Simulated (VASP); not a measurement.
# GaSb3 (C2/m) in VASP: a series of runs

Runs on GaSb3. Level: PBE+D3(BJ). Tasks: single point.

Program: VASP 6.6.1. These are calculated values, not measurements. Logs are shortened: lines on timing, memory, paths and dates and some standing lists are left out, and cuts for length are marked.

### 1 The cell of the first run

It takes space group C2/m (No. 12, monoclinic). The conventional cell has a = 7.199 Å, b = 7.199 Å, c = 5.125 Å, α = 90.00°, β = 134.62°, γ = 90.00°. Within 4.1 Å of Ga (site symmetry 2/m) lie 14 Sb at 3.11 to 3.65 Å. Sb (site symmetry 2) has 4 Ga at 3.11 to 3.16 Å and 10 Sb at 3.11 to 3.69 Å within 4.1 Å. Sb (site symmetry 2/m) has 8 Sb at 3.11 to 3.16 Å and 6 Ga at 3.60 to 3.65 Å within 4.1 Å.

### 2 Single point, PBE+D3(BJ) (atoms displaced along a vibrational mode, the cell strained)

INCAR reads:

```
PREC = Accurate
ENCUT = 520
EDIFF = 1E-6
ISMEAR = 0
SIGMA = 0.15
LREAL = False
LASPH = True
NELM = 100
ALGO = Normal
ISIF = 2
LWAVE = False
LCHARG = False
GGA = PE
IVDW = 12
NBANDS = 22
```

KPOINTS reads:

```
Automatic mesh
0
Gamma
  10 10 10
```

POSCAR reads:

```
GaSb3
1.0
    0.0000000000      3.5996077279      3.6481278280
    3.5996077279      0.0000000000      3.6481278280
    3.5996077279      3.5996077279      0.0000000000
Ga Sb
1 3
Direct
    0.0000000000      0.0000000000      0.0000000000
    0.2561675470      0.2438324530      0.2438324530
    0.7438324530      0.7561675470      0.7561675470
    0.5000000000      0.5000000000      0.5000000000
```

Potentials or basis: VASP PAW PBE potentials, release 64 (Ga_d, Sb).

Run with:

```console
$ cat potpaw_PBE.64/Ga_d/POTCAR potpaw_PBE.64/Sb/POTCAR > POTCAR
$ mpirun -np 1 vasp_std > vasp.out
```

OUTCAR:

```text
PREC = Accurate
   ENCUT = 520
   EDIFF = 1E-6
   ISMEAR = 0
   LREAL = False
   LASPH = True
   NELM = 100
   ISIF = 2
   GGA = PE
   IVDW = 12
 IVDW          = 12

 ion  position               nearest neighbor table
   1  0.000  0.000  0.000-   3 3.11   2 3.11   3 3.11   2 3.11   3 3.16   2 3.16   2 3.16   3 3.16

   2  0.256  0.244  0.244-   1 3.11   1 3.11   4 3.11   4 3.11   1 3.16   1 3.16   4 3.16   4 3.16
                             3 3.51   3 3.60   3 3.60   3 3.65   3 3.65   3 3.69
   3  0.744  0.756  0.756-   4 3.11   4 3.11   1 3.11   1 3.11   1 3.16   1 3.16   4 3.16   4 3.16
                             2 3.51   2 3.60   2 3.60   2 3.65   2 3.65   2 3.69
   4  0.500  0.500  0.500-   2 3.11   2 3.11   3 3.11   3 3.11   2 3.16   3 3.16   3 3.16   2 3.16

  LATTYP: Found a body centered tetragonal cell.
 ALAT       =     5.0906140680
 C/A-ratio  =     1.4332761350

  Lattice vectors:

 A1 = (  -3.5996077279,   0.0000000000,   3.6481278280)
 A2 = (   3.5996077279,   0.0000000000,   3.6481278280)
 A3 = (   0.0000000000,   3.5996077279,  -3.6481278280)

Analysis of symmetry for initial positions (statically):
=====================================================================
 Subroutine PRICEL returns:
 Original cell was already a primitive cell.

 Routine SETGRP: Setting up the symmetry group for a
 body centered tetragonal supercell.

 Subroutine GETGRP returns: Found  4 space group operations
 (whereof  4 operations were pure point group operations)
 out of a pool of 16 trial point group operations.

The static configuration has the point symmetry C_2h.

Analysis of symmetry for dynamics (positions and initial velocities):
=====================================================================
 Subroutine PRICEL returns:
 Original cell was already a primitive cell.

 Routine SETGRP: Setting up the symmetry group for a
 body centered tetragonal supercell.

 Subroutine GETGRP returns: Found  4 space group operations
 (whereof  4 operations were pure point group operations)
 out of a pool of 16 trial point group operations.

The dynamic configuration has the point symmetry C_2h.

 Subroutine INISYM returns: Found  4 space group operations
 (whereof  4 operations are pure point group operations),
 and found     1 'primitive' translations

----------------------------------------------------------------------------------------

                                     Primitive cell

  volume of cell :      94.5389

  direct lattice vectors                    reciprocal lattice vectors
     0.000000000  3.599607728  3.648127828    -0.138904024  0.138904024  0.137056601
     3.599607728  0.000000000  3.648127828     0.138904024 -0.138904024  0.137056601
     3.599607728  3.599607728  0.000000000     0.138904024  0.138904024 -0.137056601

  length of vectors
     5.125037799  5.125037799  5.090614068     0.239526967  0.239526967  0.239526967

  position of ions in fractional coordinates (direct lattice)
     0.000000000  0.000000000  0.000000000
     0.256167547  0.243832453  0.243832453
     0.743832453  0.756167547  0.756167547
     0.500000000  0.500000000  0.500000000

  ion indices of the primitive-cell ions
   primitive index   ion index
                 1           1
                 2           2
                 3           3
                 4           4

----------------------------------------------------------------------------------------

 KPOINTS: Automatic mesh

Automatic generation of k-mesh.
 Grid dimensions read from file:
 generate k-points for:   10   10   10

 Generating k-lattice:

  Cartesian coordinates                     Fractional coordinates (reciprocal lattice)
    -0.013890402  0.013890402  0.013705660     0.100000000  0.000000000  0.000000000
     0.013890402 -0.013890402  0.013705660     0.000000000  0.100000000  0.000000000
     0.013890402  0.013890402 -0.013705660    -0.000000000 -0.000000000  0.100000000

  Length of vectors
     0.023952697  0.023952697  0.023952697

  Shift w.r.t. Gamma in fractional coordinates (k-lattice)
     0.000000000  0.000000000  0.000000000

 Subroutine IBZKPT returns following result:
 ===========================================

 Found    282 irreducible k-points:

 Following reciprocal coordinates:
            Coordinates               Weight
  0.000000  0.000000  0.000000      1.000000
  0.100000 -0.000000  0.000000      4.000000
 -0.000000 -0.000000 -0.100000      4.000000
  0.200000 -0.000000  0.000000      4.000000
 -0.000000 -0.000000 -0.200000      4.000000
  0.300000 -0.000000  0.000000      4.000000
[... 16 lines left out ...]
 -0.300000  0.100000  0.000000      4.000000
  0.100000  0.100000  0.400000      4.000000
 [... further k-points ...]
   k-points           NKPTS =    282   k-points in BZ     NKDIM =    282   number of bands    NBANDS=     22
   number of dos      NEDOS =    301   number of ions     NIONS =      4
   total plane-waves  NPLWV =  64000
   dimension x,y,z NGX =    40 NGY =   40 NGZ =   40
   dimension x,y,z NGXF=    80 NGYF=   80 NGZF=   80
   ions per type =               1   3
   NGX,Y,Z   is equivalent  to a cutoff of  12.98, 12.98, 13.06 a.u.
   NGXF,Y,Z  is equivalent  to a cutoff of  25.95, 25.95, 26.13 a.u.
 SYSTEM =  unknown system
   PREC   = accura    normal or accurate (medium, high low for compatibility)
   ISTART =      0    job   : 0-new  1-cont  2-samecut
   ICHARG =      2    charge: 1-file 2-atom 10-const
   ISPIN  =      1    spin polarized calculation?
   LNONCOLLINEAR =      F non collinear calculations
   LSORBIT =      F    spin-orbit coupling
   LASPH  =      T    aspherical Exc in radial PAW
   ENCUT  =  520.0 eV  38.22 Ry    6.18 a.u.   9.53  9.53  9.47*2*pi/ulx,y,z
   NELM   =    100;   NELMIN=  2; NELMDL= -5     # of ELM steps
   EDIFF  = 0.1E-05   stopping-criterion for ELM
   LREAL  =      F    real-space projection
   EDIFFG = 0.1E-04   stopping-criterion for IOM
   NSW    =      0    number of steps for IOM
   IBRION =     -1    ionic relax: 0-MD 1-quasi-New 2-CG
   NFREE  =      0    steps in history (QN), initial steepest desc. (CG)
   ISIF   =      2    stress and relaxation
   ISYM   =      2    0-nonsym 1-usesym 2-fastsym
   POTIM  = 0.5000    time-step for ionic-motion
   TEBEG  =    0.0;   TEEND  =   0.0 temperature during run
   PSTRESS=    0.0 pullay stress
   NELECT =      28.0000    total number of electrons
   NUPDOWN=      -1.0000    fix difference up-down
   EMIN   =  10.00;   EMAX   =-10.00  energy-range for DOS
   EFERMI =   0.00;   METHOD = LEGACY
   ISMEAR =     0;   SIGMA  =   0.15  broadening in eV -4-tet -1-fermi 0-gaus
   EFERMI_NEDOS =   21; number of points for ismear=-14 and -15
   IALGO  =     38    algorithm
   IMIX   =      4    mixing-type and parameters
     AMIX     =   0.40;   BMIX     =  1.00
     AMIX_MAG =   1.60;   BMIX_MAG =  1.00
  volume/ion in A,a.u.               =      23.63       159.49
  Fermi-wavevector in a.u.,A,eV,Ry     =   1.091249  2.062162 16.202163  1.190825
  Thomas-Fermi vector in A             =   2.227491
   LORBIT       =      0    0 simple, 1 ext, 2 COOP (PROOUT), +10 PAW based schemes
   GGA     = PE    functional components
   LHFCALC =     F    Hartree Fock is set to
   AEXX    =    0.0000 exact exchange contribution
   IVDW    =    12    specifies the selected vdW correction
   LEPSILON=     F    determine dielectric tensor
   LRPA    =     F    only Hartree local field effects (RPA)
 non-spin polarized calculation
 Gauss-broadening in eV      SIGMA  =   0.15
  energy-cutoff  :      520.00
  volume of cell :       94.54
 maximum number of plane-waves:      2613
 NGX is ok and might be reduce to    40
   NGX = 19   NGY = 19   NGZ = 19

 number of electron      27.9999990 magnetization

 Free energy of the ion-electron system (eV)
  ---------------------------------------------------
  ext. energy  EPLUGINS =         0.00000000
  ---------------------------------------------------
  free energy    TOTEN  =       -14.43504929 eV

  energy without entropy =      -14.41550817  energy(sigma->0) =      -14.42527873

 E-fermi :   8.5753     XC(G=0): -10.6135

 val. band max:        8.5740608960   @ k =   0.1000  -0.2000   0.3000
 cond. band min:       8.5845433923   @ k =   0.1000  -0.2000  -0.3000
 fundamental gap:      0.0104824963
 Fermi energy:         8.5753303714

 k-point     1 :       0.0000    0.0000    0.0000
  band No.  band energies     occupation
      1      -6.2301      2.00000
      2      -6.2294      2.00000
      3      -6.2280      2.00000
      4      -6.2119      2.00000
      5      -6.2104      2.00000
      6      -4.5473      2.00000
[... 14 lines left out ...]
     21      16.1032      0.00000
     22      16.1911      0.00000

 k-point     2 :       0.1000   -0.0000    0.0000
  band No.  band energies     occupation
      1      -6.2299      2.00000
      2      -6.2294      2.00000
      3      -6.2282      2.00000
      4      -6.2120      2.00000
      5      -6.2105      2.00000
      6      -4.4639      2.00000
[... 14 lines left out ...]
     21      15.3858      0.00000
     22      15.9302      0.00000

 k-point     3 :      -0.0000   -0.0000   -0.1000
  band No.  band energies     occupation
      1      -6.2307      2.00000
      2      -6.2292      2.00000
      3      -6.2277      2.00000
      4      -6.2121      2.00000
      5      -6.2105      2.00000
      6      -4.4621      2.00000
[... 14 lines left out ...]
     21      15.3445      0.00000
     22      15.9610      0.00000
[... 476 lines left out ...]
 k-point    23 :      -0.3000    0.1000    0.0000
  band No.  band energies     occupation
      1      -6.2343      2.00000
      2      -6.2282      2.00000
      3      -6.2265      2.00000
      4      -6.2129      2.00000
      5      -6.2109      2.00000
      6      -3.5605      2.00000
[... 14 lines left out ...]
     21      14.1511      0.00000
     22      14.8695      0.00000

 k-point    24 :       0.1000    0.1000    0.4000
  band No.  band energies     occupation
      1      -6.2362      2.00000
      2      -6.2271      2.00000
      3      -6.2258      2.00000
      4      -6.2135      2.00000
      5      -6.2111      2.00000
      6      -3.5367      2.00000
[... 14 lines left out ...]
     21      14.1294      0.00000
     22      14.8513      0.00000

 [... further k-points ...]

------------------------ aborting loop because EDIFF is reached ----------------------------------------

 Edisp (eV)   -1.96937

 E8    (eV) :    -0.9086

  FORCE on cell =-STRESS in cart. coord.  units (eV):
  Direction    XX          YY          ZZ          XY          YZ          ZX
  --------------------------------------------------------------------------------------
  -------------------------------------------------------------------------------------
  Total       1.20733     1.18212     0.75099     0.00000    -0.19705     0.00000
  in kB      20.46094    20.03367    12.72732     0.00000    -3.33950     0.00000
  external pressure =       17.74 kB  Pullay stress =        0.00 kB

 VOLUME and BASIS-vectors are now :
 -----------------------------------------------------------------------------
  energy-cutoff  :      520.00
  volume of cell :       94.54
      direct lattice vectors                 reciprocal lattice vectors
     0.000000000  3.599607728  3.648127828    -0.138904024  0.138904024  0.137056601
     3.599607728  0.000000000  3.648127828     0.138904024 -0.138904024  0.137056601
     3.599607728  3.599607728  0.000000000     0.138904024  0.138904024 -0.137056601

 POSITION                                       TOTAL-FORCE (eV/Angst)
 -----------------------------------------------------------------------------------
      0.00000      0.00000      0.00000         0.000000      0.000000      0.000000
      1.75540      1.79980      1.82406         0.175315      0.000000     -0.000000
      5.44381      5.39941      5.47219        -0.175315      0.000000     -0.000000
      3.59961      3.59961      3.64813         0.000000      0.000000     -0.000000
 -----------------------------------------------------------------------------------
    total drift:                               -0.000000     -0.000000     -0.000000

  FREE ENERGIE OF THE ION-ELECTRON SYSTEM (eV)
  ---------------------------------------------------
  free  energy   TOTEN  =       -16.4044160384 eV

  energy  without entropy=      -16.3848749252  energy(sigma->0) =      -16.39464548
```

Wall time 3.2 min (1 thread of Intel Xeon 6975P-C (Granite Rapids), shared host); peak memory 0.67 GiB.

Results:

```
Free energy                : -16.4044 eV
Pressure                   : 1.8 GPa
Largest force              : 0.175 eV/Å
Band gap on the k mesh     : zero (bands 14 and 15 overlap by 4.12 eV)
Dispersion energy per atom : -0.492 eV
```

Forces in eV/Å, atoms in the order of the input:
```
Ga   0.000  0.000  0.000
Sb   0.175  0.000  0.000
Sb  -0.175  0.000  0.000
Sb   0.000  0.000  0.000
```

Stress tensor (GPa, compression positive):
```
 2.05  0.00  0.00
 0.00  2.00 -0.33
 0.00 -0.33  1.27
```

Caveat: the cell differs from its parent crystal (atoms displaced along a vibrational mode, the cell strained); spin-orbit coupling is left out, which moves the levels of the heavy elements.

### 3 Single point, PBE+D3(BJ) (atoms displaced along a vibrational mode, the cell strained)

INCAR reads:

```
ALGO     = Normal         # electronic algorithm
EDIFF    = 1E-7           # SCF threshold, eV
ENCUT    = 520            # plane-wave cutoff, eV
GGA      = PE             # functional
ISIF     = 2              # what is computed and relaxed
ISMEAR   = 0              # smearing method
IVDW     = 12             # dispersion correction
LASPH    = True           # aspherical terms in the spheres
LCHARG   = False          # write CHGCAR
LREAL    = False          # projectors in reciprocal space
LWAVE    = False          # write WAVECAR
NBANDS   = 22             # bands
NELM     = 80             # most SCF steps
PREC     = Accurate       # precision mode
SIGMA    = 0.15           # smearing width, eV
```

KPOINTS reads:

```
k-points
0
Gamma
  10 10 10
```

POSCAR reads:

```
GaSb3
1.0
    0.0000000000      3.5996077279      3.6481278280
    3.5996077279      0.0000000000      3.6481278280
    3.5996077279      3.5996077279      0.0000000000
Ga Sb
1 3
Direct
    0.0000000000      0.0000000000      0.0000000000
    0.2623350941      0.2376649059      0.2376649059
    0.7376649059      0.7623350941      0.7623350941
    0.5000000000      0.5000000000      0.5000000000
```

Potentials or basis: VASP PAW PBE potentials, release 64 (Ga_d, Sb).

Run with:

```console
$ cat potpaw_PBE.64/Ga_d/POTCAR potpaw_PBE.64/Sb/POTCAR > POTCAR
$ mpirun -np 1 vasp_std > vasp.out
```

OUTCAR:

```text
EDIFF = 1E-7
   ENCUT = 520
   GGA = PE
   ISIF = 2
   ISMEAR = 0
   IVDW = 12
   LASPH = True
   LREAL = False
   NELM = 80
   PREC = Accurate
 IVDW          = 12

 ion  position               nearest neighbor table
   1  0.000  0.000  0.000-   3 3.08   2 3.08   3 3.08   2 3.08   3 3.18   2 3.18   2 3.18   3 3.18

   2  0.262  0.238  0.238-   1 3.08   4 3.08   4 3.08   1 3.08   4 3.18   1 3.18   1 3.18   4 3.18
                             3 3.42   3 3.60   3 3.60   3 3.65   3 3.65   3 3.78
[... 809 lines left out ...]
  Direction    XX          YY          ZZ          XY          YZ          ZX
  --------------------------------------------------------------------------------------
  -------------------------------------------------------------------------------------
  Total       1.38559     1.28452     0.88063     0.00000    -0.39479     0.00000
  in kB      23.48191    21.76910    14.92433     0.00000    -6.69067     0.00000
  external pressure =       20.06 kB  Pullay stress =        0.00 kB

 VOLUME and BASIS-vectors are now :
 -----------------------------------------------------------------------------
  energy-cutoff  :      520.00
  volume of cell :       94.54
      direct lattice vectors                 reciprocal lattice vectors
     0.000000000  3.599607728  3.648127828    -0.138904024  0.138904024  0.137056601
     3.599607728  0.000000000  3.648127828     0.138904024 -0.138904024  0.137056601
     3.599607728  3.599607728  0.000000000     0.138904024  0.138904024 -0.137056601

 POSITION                                       TOTAL-FORCE (eV/Angst)
 -----------------------------------------------------------------------------------
      0.00000      0.00000      0.00000         0.000000      0.000000     -0.000000
      1.71100      1.79980      1.82406         0.366714     -0.000000      0.000000
      5.48821      5.39941      5.47219        -0.366714      0.000000      0.000000
      3.59961      3.59961      3.64813        -0.000000      0.000000      0.000000
 -----------------------------------------------------------------------------------
    total drift:                                0.000000     -0.000000     -0.000000

  FREE ENERGIE OF THE ION-ELECTRON SYSTEM (eV)
  ---------------------------------------------------
  free  energy   TOTEN  =       -16.3804828946 eV

  energy  without entropy=      -16.3612704880  energy(sigma->0) =      -16.37087669
```

OSZICAR:

```text
N       E                     dE             d eps       ncg     rms          rms(c)
DAV:   1     0.166200230646E+03    0.16620E+03   -0.11717E+04 12766   0.137E+03
DAV:   2     0.174280737626E+01   -0.16446E+03   -0.15784E+03 13610   0.334E+02
DAV:   3    -0.139782286970E+02   -0.15721E+02   -0.15250E+02 15302   0.840E+01
DAV:   4    -0.144304093461E+02   -0.45218E+00   -0.45026E+00 14140   0.147E+01
DAV:   5    -0.144410384274E+02   -0.10629E-01   -0.10627E-01 15534   0.235E+00    0.378E+00
DAV:   6    -0.144194797985E+02    0.21559E-01   -0.30793E-02 16056   0.178E+00    0.212E+00
DAV:   7    -0.144114263182E+02    0.80535E-02   -0.21444E-02 15050   0.108E+00    0.128E-01
DAV:   8    -0.144112662831E+02    0.16004E-03   -0.19953E-03 14836   0.424E-01    0.654E-02
DAV:   9    -0.144112809756E+02   -0.14692E-04   -0.14060E-04 15514   0.844E-02    0.191E-02
DAV:  10    -0.144112847513E+02   -0.37757E-05   -0.14101E-05 14438   0.377E-02    0.866E-03
DAV:  11    -0.144112845084E+02    0.24292E-06   -0.14440E-06 15878   0.895E-03    0.207E-03
DAV:  12    -0.144112838901E+02    0.61831E-06   -0.13007E-07  8844   0.373E-03    0.442E-04
DAV:  13    -0.144112837756E+02    0.11454E-06   -0.29669E-08  8118   0.138E-03    0.161E-04
DAV:  14    -0.144112836956E+02    0.79960E-07   -0.70374E-09  7548   0.949E-04
   1 F= -.16380483E+02 E0= -.16370877E+02  d E =-.192124E-01
```

It took 4.9 min on 1 thread of Intel Xeon 6975P-C (Granite Rapids), shared host; peak memory 0.67 GiB.

Results:

| Quantity | Value |
| --- | --- |
| Free energy | -16.3805 eV |
| Pressure | 2.0 GPa |
| Largest force | 0.367 eV/Å |
| Band gap on the k mesh | zero (bands 14 and 15 overlap by 4.03 eV) |
| Dispersion energy per atom | -0.492 eV |

Forces on the atoms (eV/Å):
```
Ga   0.000  0.000  0.000
Sb   0.367  0.000  0.000
Sb  -0.367  0.000  0.000
Sb   0.000  0.000  0.000
```

Stress tensor (GPa, compression positive):
```
 2.35  0.00  0.00
 0.00  2.18 -0.67
 0.00 -0.67  1.49
```

Caveat: the cell differs from its parent crystal (atoms displaced along a vibrational mode, the cell strained); spin-orbit coupling is left out, which moves the levels of the heavy elements.
